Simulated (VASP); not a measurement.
# CuO (Tenorite) (Cc) in VASP: notebook

Aim: see how the results for CuO (Tenorite) move with the level of theory and the settings. Levels: LDA, r2SCAN, PBEsol+U. Tasks: single point.

Everything below comes from runs of VASP 6.6.1. Logs are shortened: lines on timing, memory, paths and dates and some standing lists are left out, and cuts for length are marked.

## (1) The cell of the first run

The structure is monoclinic, space group Cc (No. 9). Conventional cell: a = 4.781 Å, b = 3.494 Å, c = 5.233 Å, α = 90.00°, β = 99.65°, γ = 90.00°. Cu (site symmetry 1) has 4 O at 1.94 to 2.06 Å within 2.6 Å. O (site symmetry 1) has 4 Cu at 1.94 to 2.06 Å within 2.6 Å.

## (2) Single point, LDA

The input, INCAR:

```
SYSTEM = CuO
PREC = Accurate
ENCUT = 520
EDIFF = 1E-6
ISMEAR = -1
SIGMA = 0.05
LREAL = .False.
LASPH = .True.
NELM = 100
ALGO = Normal
ISIF = 2
LWAVE = .False.
LCHARG = .True.
GGA = CA
LELF = .True.
LVHAR = .True.
NBANDS = 25
```

The input, KPOINTS:

```
Automatic mesh
0
Gamma
  10 10 5
  0 0 0
```

The input, POSCAR:

```
CuO
1.0
    2.3906352041     -1.7470046099      0.0000000000
    2.3906352041      1.7470046099      0.0000000000
   -0.8774322550      0.0000000000      5.1586662202
Cu O
2 2
Direct
    0.4968000000      0.0032000000      0.5000000000
    0.0032000000      0.4968000000      0.0000000000
    0.4056000000      0.5714000000      0.7537000000
    0.5714000000      0.4056000000      0.2537000000
```

Potentials or basis: VASP PAW LDA potentials, release 64 (Cu, O).

Command:

```
$ cat potpaw_LDA.64/Cu/POTCAR potpaw_LDA.64/O/POTCAR > POTCAR
$ mpirun -np 1 vasp_std > vasp.out
```

OUTCAR:

```text
SYSTEM = CuO
   PREC = Accurate
   ENCUT = 520
   EDIFF = 1E-6
   ISMEAR = -1
   LREAL = .False.
   LASPH = .True.
   NELM = 100
   ISIF = 2
   GGA = CA

 ion  position               nearest neighbor table
   1  0.497  0.003  0.500-   4 1.94   3 1.97   4 2.02   3 2.06
   2  0.003  0.497  0.000-   3 1.94   4 1.97   3 2.02   4 2.06
   3  0.406  0.571  0.754-   2 1.94   1 1.97   2 2.02   1 2.06
   4  0.571  0.406  0.254-   1 1.94   2 1.97   1 2.02   2 2.06

  LATTYP: Found a base centered monoclinic cell.
 ALAT       =     4.7812704082
 B/A-ratio  =     0.7307700509
 C/A-ratio  =     1.0944277397
 COS(beta)  =    -0.1676807457

  Lattice vectors:

 A1 = (   2.3906352041,  -1.7470046099,   0.0000000000)
 A2 = (   2.3906352041,   1.7470046099,   0.0000000000)
 A3 = (  -0.8774322550,   0.0000000000,   5.1586662202)

Analysis of symmetry for initial positions (statically):
=====================================================================
 Subroutine PRICEL returns:
 Original cell was already a primitive cell.

 Routine SETGRP: Setting up the symmetry group for a
 base centered monoclinic supercell.

 Subroutine GETGRP returns: Found  2 space group operations
 (whereof  1 operations were pure point group operations)
 out of a pool of  4 trial point group operations.

The static configuration has the point symmetry C_1 .
 The point group associated with its full space group is C_1h.

Analysis of symmetry for dynamics (positions and initial velocities):
=====================================================================
 Subroutine PRICEL returns:
 Original cell was already a primitive cell.

 Routine SETGRP: Setting up the symmetry group for a
 base centered monoclinic supercell.

 Subroutine GETGRP returns: Found  2 space group operations
 (whereof  1 operations were pure point group operations)
 out of a pool of  4 trial point group operations.

The dynamic configuration has the point symmetry C_1 .
 The point group associated with its full space group is C_1h.

 Subroutine INISYM returns: Found  2 space group operations
 (whereof  1 operations are pure point group operations),
 and found     1 'primitive' translations

----------------------------------------------------------------------------------------

                                     Primitive cell

  volume of cell :      43.0898

  direct lattice vectors                    reciprocal lattice vectors
     2.390635204 -1.747004610  0.000000000     0.209149434 -0.286204168  0.035574013
     2.390635204  1.747004610  0.000000000     0.209149434  0.286204168  0.035574013
    -0.877432255  0.000000000  5.158666220     0.000000000  0.000000000  0.193848556

  length of vectors
     2.960939342  2.960939342  5.232754966     0.356260890  0.356260890  0.193848556

  position of ions in fractional coordinates (direct lattice)
     0.496800000  0.003200000  0.500000000
     0.003200000  0.496800000  0.000000000
     0.405600000  0.571400000  0.753700000
     0.571400000  0.405600000  0.253700000

  ion indices of the primitive-cell ions
   primitive index   ion index
                 1           1
                 2           2
                 3           3
                 4           4

----------------------------------------------------------------------------------------

 KPOINTS: Automatic mesh

Automatic generation of k-mesh.
 Grid dimensions read from file:
 generate k-points for:   10   10    5

 Generating k-lattice:

  Cartesian coordinates                     Fractional coordinates (reciprocal lattice)
     0.020914943 -0.028620417  0.003557401     0.100000000  0.000000000 -0.000000000
     0.020914943  0.028620417  0.003557401     0.000000000  0.100000000 -0.000000000
     0.000000000  0.000000000  0.038769711     0.000000000  0.000000000  0.200000000

  Length of vectors
     0.035626089  0.035626089  0.038769711

  Shift w.r.t. Gamma in fractional coordinates (k-lattice)
     0.000000000  0.000000000  0.000000000

 Subroutine IBZKPT returns following result:
 ===========================================

 Found    141 irreducible k-points:

 Following reciprocal coordinates:
            Coordinates               Weight
  0.000000  0.000000  0.000000      1.000000
  0.100000  0.000000  0.000000      4.000000
  0.200000  0.000000  0.000000      4.000000
  0.300000  0.000000  0.000000      4.000000
  0.400000  0.000000  0.000000      4.000000
  0.500000  0.000000 -0.000000      2.000000
[... 16 lines left out ...]
  0.300000  0.300000  0.000000      2.000000
  0.400000  0.300000 -0.000000      4.000000
 [... further k-points ...]
   k-points           NKPTS =    141   k-points in BZ     NKDIM =    141   number of bands    NBANDS=     25
   number of dos      NEDOS =    301   number of ions     NIONS =      4
   total plane-waves  NPLWV =  23040
   dimension x,y,z NGX =    24 NGY =   24 NGZ =   40
   dimension x,y,z NGXF=    48 NGYF=   48 NGZF=   80
   ions per type =               2   2
   NGX,Y,Z   is equivalent  to a cutoff of  13.48, 13.48, 12.71 a.u.
   NGXF,Y,Z  is equivalent  to a cutoff of  26.95, 26.95, 25.42 a.u.
 SYSTEM =  CuO
   PREC   = accura    normal or accurate (medium, high low for compatibility)
   ISTART =      0    job   : 0-new  1-cont  2-samecut
   ICHARG =      2    charge: 1-file 2-atom 10-const
   ISPIN  =      1    spin polarized calculation?
   LNONCOLLINEAR =      F non collinear calculations
   LSORBIT =      F    spin-orbit coupling
   LASPH  =      T    aspherical Exc in radial PAW
   ENCUT  =  520.0 eV  38.22 Ry    6.18 a.u.   5.51  5.51  9.73*2*pi/ulx,y,z
   NELM   =    100;   NELMIN=  2; NELMDL= -5     # of ELM steps
   EDIFF  = 0.1E-05   stopping-criterion for ELM
   LREAL  =      F    real-space projection
   EDIFFG = 0.1E-04   stopping-criterion for IOM
   NSW    =      0    number of steps for IOM
   IBRION =     -1    ionic relax: 0-MD 1-quasi-New 2-CG
   NFREE  =      0    steps in history (QN), initial steepest desc. (CG)
   ISIF   =      2    stress and relaxation
   ISYM   =      2    0-nonsym 1-usesym 2-fastsym
   POTIM  = 0.5000    time-step for ionic-motion
   TEBEG  =    0.0;   TEEND  =   0.0 temperature during run
   PSTRESS=    0.0 pullay stress
   NELECT =      34.0000    total number of electrons
   NUPDOWN=      -1.0000    fix difference up-down
   EMIN   =  10.00;   EMAX   =-10.00  energy-range for DOS
   EFERMI =   0.00;   METHOD = LEGACY
   ISMEAR =    -1;   SIGMA  =   0.05  broadening in eV -4-tet -1-fermi 0-gaus
   EFERMI_NEDOS =   21; number of points for ismear=-14 and -15
   IALGO  =     38    algorithm
   IMIX   =      4    mixing-type and parameters
     AMIX     =   0.40;   BMIX     =  1.00
     AMIX_MAG =   1.60;   BMIX_MAG =  1.00
  volume/ion in A,a.u.               =      10.77        72.70
  Fermi-wavevector in a.u.,A,eV,Ry     =   1.512782  2.858743 31.137040  2.288508
  Thomas-Fermi vector in A             =   2.622660
   LORBIT       =      0    0 simple, 1 ext, 2 COOP (PROOUT), +10 PAW based schemes
   GGA     = CA    functional components
   LHFCALC =     F    Hartree Fock is set to
   AEXX    =    0.0000 exact exchange contribution
   IVDW    =     0    specifies the selected vdW correction
   LEPSILON=     F    determine dielectric tensor
   LRPA    =     F    only Hartree local field effects (RPA)
 non-spin polarized calculation
  energy-cutoff  :      520.00
  volume of cell :       43.09
 maximum number of plane-waves:      1180
 NGX is ok and might be reduce to    24
   NGX = 11   NGY = 11   NGZ = 19

 number of electron      33.9999988 magnetization

 Free energy of the ion-electron system (eV)
  ---------------------------------------------------
  ext. energy  EPLUGINS =         0.00000000
  ---------------------------------------------------
  free energy    TOTEN  =       -22.90844705 eV

  energy without entropy =      -22.88838288  energy(sigma->0) =      -22.89841496

 E-fermi :   4.5514     XC(G=0): -12.0942

 val. band max:        4.5409876837   @ k =  -0.4000   0.2000   0.4000
 cond. band min:       4.5536820091   @ k =   0.5000   0.2000   0.4000
 fundamental gap:      0.0126943254
 Fermi energy:         4.5514237610

 k-point     1 :       0.0000    0.0000    0.0000
  band No.  band energies     occupation
      1     -14.4947      2.00000
      2     -13.2703      2.00000
      3      -3.0316      2.00000
      4      -0.5825      2.00000
      5      -0.2293      2.00000
      6       1.4530      2.00000
[... 17 lines left out ...]
     24      20.5327      0.00000
     25      20.9251      0.00000

 k-point     2 :       0.1000    0.0000    0.0000
  band No.  band energies     occupation
      1     -14.4323      2.00000
      2     -13.2498      2.00000
      3      -2.9269      2.00000
      4      -0.5975      2.00000
      5      -0.2523      2.00000
      6       0.7940      2.00000
[... 17 lines left out ...]
     24      19.9101      0.00000
     25      20.8837      0.00000

 k-point     3 :       0.2000    0.0000    0.0000
  band No.  band energies     occupation
      1     -14.2630      2.00000
      2     -13.1953      2.00000
      3      -2.6465      2.00000
      4      -0.6504      2.00000
      5      -0.3611      2.00000
      6      -0.1545      2.00000
[... 17 lines left out ...]
     24      19.1280      0.00000
     25      20.4225      0.00000

 k-point     4 :       0.3000    0.0000    0.0000
  band No.  band energies     occupation
      1     -14.0403      2.00000
      2     -13.1270      2.00000
      3      -2.2930      2.00000
      4      -1.2231      2.00000
      5      -0.7054      2.00000
      6      -0.2604      2.00000
[... 17 lines left out ...]
     24      18.0233      0.00000
     25      20.0509      0.00000

 k-point     5 :       0.4000    0.0000    0.0000
  band No.  band energies     occupation
      1     -13.8470      2.00000
      2     -13.0717      2.00000
      3      -2.0406      2.00000
      4      -1.8598      2.00000
      5      -0.7157      2.00000
      6      -0.2633      2.00000
[... 17 lines left out ...]
     24      17.0821      0.00000
     25      19.7343      0.00000

 k-point     6 :       0.5000    0.0000   -0.0000
  band No.  band energies     occupation
      1     -13.7695      2.00000
      2     -13.0506      2.00000
      3      -2.1608      2.00000
      4      -1.8767      2.00000
      5      -0.7014      2.00000
      6      -0.2687      2.00000
[... 17 lines left out ...]
     24      16.6784      0.00000
     25      19.6017      0.00000
[... 393 lines left out ...]
 k-point    21 :      -0.3000    0.2000    0.0000
  band No.  band energies     occupation
      1     -13.7886      2.00000
      2     -13.0487      2.00000
      3      -1.8848      2.00000
      4      -1.3217      2.00000
      5      -0.7859      2.00000
      6      -0.4131      2.00000
[... 17 lines left out ...]
     24      17.2658      0.00000
     25      17.7380      0.00000

 k-point    22 :      -0.2000    0.2000    0.0000
  band No.  band energies     occupation
      1     -13.9889      2.00000
      2     -13.1029      2.00000
      3      -2.1985      2.00000
      4      -0.8093      2.00000
      5      -0.7221      2.00000
      6      -0.4121      2.00000
[... 17 lines left out ...]
     24      17.8610      0.00000
     25      17.9850      0.00000

 k-point    23 :       0.3000    0.3000    0.0000
  band No.  band energies     occupation
      1     -13.7635      2.00000
      2     -13.0752      2.00000
      3      -1.7614      2.00000
      4      -1.3168      2.00000
      5      -0.3513      2.00000
      6      -0.3459      2.00000
[... 17 lines left out ...]
     24      18.5444      0.00000
     25      19.0052      0.00000

 k-point    24 :       0.4000    0.3000   -0.0000
  band No.  band energies     occupation
      1     -13.5915      2.00000
      2     -13.0299      2.00000
      3      -1.7718      2.00000
      4      -1.4849      2.00000
      5      -0.5304      2.00000
      6      -0.4082      2.00000
[... 17 lines left out ...]
     24      17.3536      0.00000
     25      18.5294      0.00000

 [... further k-points ...]
[... 5 lines left out ...]
  --------------------------------------------------------------------------------------
  -------------------------------------------------------------------------------------
  Total       -4.8964485     -3.1933079     -5.6590690      0.0000000      0.0000000      0.2550238
  in kB     -182.0610269   -118.7344067   -210.4169814      0.0000000      0.0000000      9.4823615
  external PRESSURE =    -170.4041383 kB  Pullay stress =       0.0000000 kB

 VOLUME and BASIS-vectors are now :
 -----------------------------------------------------------------------------
  energy-cutoff  :      520.00
  volume of cell :       43.09
      direct lattice vectors                 reciprocal lattice vectors
     2.390635204 -1.747004610  0.000000000     0.209149434 -0.286204168  0.035574013
     2.390635204  1.747004610  0.000000000     0.209149434  0.286204168  0.035574013
    -0.877432255  0.000000000  5.158666220     0.000000000  0.000000000  0.193848556

 POSITION                                       TOTAL-FORCE (eV/Angst)
 -----------------------------------------------------------------------------------
      0.75660     -0.86232      2.57933        -0.460511     -0.213023      0.164404
      1.19532      0.86232      0.00000        -0.460511      0.213023      0.164404
      1.67433      0.28965      3.88809         0.460511     -0.621809     -0.164404
      2.11305     -0.28965      1.30875         0.460511      0.621809     -0.164404
 -----------------------------------------------------------------------------------
    total drift:                               -0.000210      0.000000     -0.000681

  FREE ENERGIE OF THE ION-ELECTRON SYSTEM (eV)
  ---------------------------------------------------
  free  energy   TOTEN  =       -22.9084470525 eV

  energy  without entropy=      -22.8883828751  energy(sigma->0) =      -22.89841496
```

Run time: 87 s. Hardware: 1 thread of Intel Xeon 6975P-C, shared host; peak memory 0.24 GiB.

Results:

* Free energy: -22.9084 eV
* Pressure: -17.0 GPa
* Largest force: 0.791 eV/Å
* Band gap on the k mesh: zero (band 17 reaches 4.84 eV, above the bottom of band 18 at 4.23 eV)

Forces in eV/Å, atoms in the order of the input:
```
Cu  -0.461 -0.213  0.164
Cu  -0.461  0.213  0.164
O    0.461 -0.622 -0.164
O    0.461  0.622 -0.164
```

Caveat: semilocal functionals often make such compounds metallic where correlation or magnetic order opens a gap, which also shifts bond lengths.

(Part 1 of 3 ends here.)
